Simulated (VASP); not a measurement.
The system is Sn3TeO2.

```
CELL_PARAMETERS angstrom
7.50489 0.00000 0.00000
-3.75245 6.49943 0.00000
0.00000 0.00000 3.02194
ATOMIC_POSITIONS crystal
Sn 0.50000 0.00000 0.00000
Sn 0.00000 0.50000 0.00000
Sn 0.50000 0.50000 0.00000
Te 0.00000 0.00000 0.50000
O 0.33333 0.66667 0.00000
O 0.66667 0.33333 0.00000
```

The cell was generated, and may not be a known phase.

```yaml
Program: VASP 6.6.1
Task: relaxation of cell and atoms
Functional: PBE
Potentials_or_basis: VASP PAW PBE potentials, release 64 (Sn_d, Te, O)
Cutoff: 600 eV
k_mesh: 6 × 6 × 12
Occupations: gaussian, width 0.1 eV
Spin: no spin polarisation
```

At the start: pressure 0.1 GPa; volume 24.57 Å³/atom.

Task: How do energy, volume and symmetry change on relaxing?

Result: Over 5 steps the energy falls by 3.4 meV/atom and the volume is 24.76 Å³/atom (+0.8 %); space group P6/mmm (No. 191, to 0.1 Å) before and after.

Step by step:
| step | energy change (eV) | largest force (eV/Å) | pressure (GPa) | volume (Å³) |
| --- | --- | --- | --- | --- |
| 1 | 0.0000 | 0.0000 | 0.07 | 147.40 |
| 2 | -0.0187 | 0.0000 | 0.42 | 147.60 |
| 3 | -0.0193 | 0.0000 | 0.36 | 147.57 |
| 4 | -0.0204 | 0.0000 | -0.05 | 148.72 |
| 5 | -0.0204 | 0.0000 | 0.00 | 148.57 |

Final structure:
```cif
data_structure
_symmetry_space_group_name_H-M 'P 1'
_symmetry_Int_Tables_number 1
_cell_length_a 7.4725
_cell_length_b 7.4725
_cell_length_c 3.0723
_cell_angle_alpha 90.000
_cell_angle_beta 90.000
_cell_angle_gamma 120.000
_cell_volume 148.57
loop_
_atom_site_label
_atom_site_type_symbol
_atom_site_fract_x
_atom_site_fract_y
_atom_site_fract_z
_atom_site_occupancy
Sn1 Sn 0.50000 0.00000 0.00000 1
Sn2 Sn 0.00000 0.50000 0.00000 1
Sn3 Sn 0.50000 0.50000 0.00000 1
Te1 Te 0.00000 0.00000 0.50000 1
O1 O 0.33333 0.66667 0.00000 1
O2 O 0.66667 0.33333 0.00000 1
```
